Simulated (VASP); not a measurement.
Here is a VASP 6.6.1 calculation.

INCAR

```
PREC = Accurate
ENCUT = 520
EDIFF = 1E-6
ISMEAR = -1
SIGMA = 0.13605693000000002
LREAL = False
LASPH = True
NELM = 80
ALGO = Normal
ISIF = 2
LWAVE = False
LCHARG = True
LELF = True
LVHAR = True
NBANDS = 13
```

The input KPOINTS:

```
regular mesh
0
Gamma
  14 14 14
```

File POSCAR:

```
Ge
1.0
   -1.6476857670      1.6476857670      1.6476857670
    1.6476857670     -1.6476857670      1.6476857670
    1.6476857670      1.6476857670     -1.6476857670
Ge
1
Direct
    0.0000000000      0.0000000000      0.0000000000
```

Potentials or basis: VASP PAW LDA potentials, release 64 (Ge_d).

Command:

```bash
$ cat potpaw_LDA.64/Ge_d/POTCAR > POTCAR
$ mpirun -np 1 vasp_std > vasp.out
```

Task: Predict the band gap on the k mesh.

Result: Zero (band 7 reaches 16.66 eV, above the bottom of band 8 at 3.95 eV).

Task: Estimate the pressure.

Result: 0.1 GPa.
